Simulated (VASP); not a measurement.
Write the native input for VASP 6.6.1 that does the following.

```yaml
Task: single point
Functional: PBEsol
Potentials_or_basis: VASP PAW PBE potentials, release 64 (Ni)
Cutoff: 520 eV
k_mesh: 13 × 13 × 9
Occupations: fermi-dirac, width 0.05 eV
Spin: collinear spin, antiferromagnetic start
Starting_moments: "[0.8, -0.8] μB"
Dipole_correction: no
Further_INCAR_settings: ALGO = Normal; EDIFF = 1e-06; NBANDS = 21
```

The structure of Ni lies in POSCAR:

```
Ni
1.0
    2.4439031121      0.0000000000      0.0000000000
    0.0000000000      2.4439031121      0.0000000000
    0.0000000000      0.0000000000      3.4592359796
Ni
2
Direct
    0.0000000000      0.0000000000      0.0000000000
    0.5000000000      0.5000000000      0.5000000000
```

The input as run:

INCAR

```
PREC = Accurate
ENCUT = 520
EDIFF = 1E-6
ISMEAR = -1
SIGMA = 0.05
LREAL = F
LASPH = T
NELM = 150
ALGO = Normal
ISIF = 2
LWAVE = F
LCHARG = T
ISPIN = 2
MAGMOM = 0.8 -0.8
LORBIT = 11
LMAXMIX = 4
GGA = PS
LELF = T
LVHAR = T
NBANDS = 21
```

KPOINTS

```
Automatic mesh
0
Gamma
  13 13 9
```

Potentials or basis: VASP PAW PBE potentials, release 64 (Ni).

Run with:

```bash
$ cat potpaw_PBE.64/Ni/POTCAR > POTCAR
$ mpirun -np 1 vasp_std > vasp.out
```

Results of the run:

| Item | Value |
| --- | --- |
| Pressure | 0.0 GPa |
| Band gap on the k mesh | zero (filled and empty bands overlap) |
| Net moment | 0.00 μB per cell |
| Valence electrons inside the program's atomic spheres | Ni 9.41 |

Caveat: the PAW data sets were made with another functional, which shifts forces and pressure a little.

Run time: 3.5 min on 1 thread of AMD EPYC 7R43 64-Core Processor (Zen 3), with other jobs on the host, peak memory 0.15 GiB.
